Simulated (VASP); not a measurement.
**SrCl2: relaxation of shape and atoms at fixed volume with PBEsol**

The system is SrCl2.

```
Sr Cl
1.0
     4.40942    0.00000    0.00000
    -2.20471    3.81867    0.00000
     0.00000    0.00000    6.11872
Sr Cl
1 2
Direct
  0.00000 0.00000 0.00000
  0.33333 0.66667 0.22716
  0.66667 0.33333 0.77284
```

| Item | Value |
| --- | --- |
| Program | VASP 6.6.1 |
| Task | relaxation of shape and atoms at fixed volume |
| Functional | PBEsol |
| Potentials or basis | VASP PAW PBE potentials, release 64 (Sr_sv, Cl) |
| Cutoff | 600 eV |
| k mesh | 8 × 8 × 6 |
| Occupations | gaussian, width 0.05 eV |
| Spin | no spin polarisation |
| Dipole correction | no |
| Further INCAR settings | ALGO = Normal; EDIFF = 1e-06; IBRION = 2; EDIFFG = -0.01; NSW = 60; ISIF = 4 |

The energy gained by relaxing is 0.6 meV/atom and the ionic steps are 5. The pressure after relaxing is 0.0 GPa, the largest force after relaxing is 0.004 eV/Å and the band gap on the k mesh is 5.26 eV.

Forces on the atoms (eV/Å):
```
Sr   0.000  0.000  0.000
Cl   0.000  0.000  0.004
Cl   0.000  0.000 -0.004
```

Step by step:
```
step  energy change (eV)  largest force (eV/Å)  pressure (GPa)  volume (Å³)
   1              0.0000                0.0639           -0.43       103.03
   2             -0.0005                0.0541           -0.36       103.03
   3             -0.0015                0.0233           -0.19       103.03
   4             -0.0012                0.0403            0.18       103.03
   5             -0.0018                0.0040           -0.04       103.03
```

Final structure:
```yaml
crystal:
  lattice:
    - [4.39085, 0.00000, 0.00000]
    - [-2.19543, 3.80259, 0.00000]
    - [0.00000, 0.00000, 6.17058]
  atoms:
    - { symbol: Sr, position: [0.00000, 0.00000, 0.00000] }
    - { symbol: Cl, position: [0.33333, 0.66667, 0.22389] }
    - { symbol: Cl, position: [0.66667, 0.33333, 0.77611] }
```

Levels at points of the mesh, in eV from the valence-band top:
| k point | band 9 | band 10 | band 11 | band 12 | band 13 | band 14 | band 15 | band 16 |
| --- | --- | --- | --- | --- | --- | --- | --- | --- |
| (0.00, 0.00, 0.00) | -1.25 | -0.31 | -0.31 | 0.00 | 5.26 | 6.75 | 6.75 | 7.67 |
| (0.50, 0.00, 0.00) | -0.86 | -0.76 | -0.60 | -0.59 | 5.77 | 7.18 | 8.08 | 8.31 |
| (0.00, 0.00, 0.50) | -1.21 | -0.57 | -0.36 | -0.36 | 6.43 | 6.64 | 6.64 | 7.09 |
| (0.50, 0.00, 0.50) | -0.96 | -0.66 | -0.49 | -0.25 | 6.09 | 7.58 | 7.97 | 8.24 |

It took 3 min on 1 thread of AMD EPYC 9R45 96-Core Processor (Zen 5) (shared host), peak memory 0.28 GiB.

Caveat: the PAW data sets were made with another functional, which shifts forces and pressure a little. A k mesh can miss the band edges.
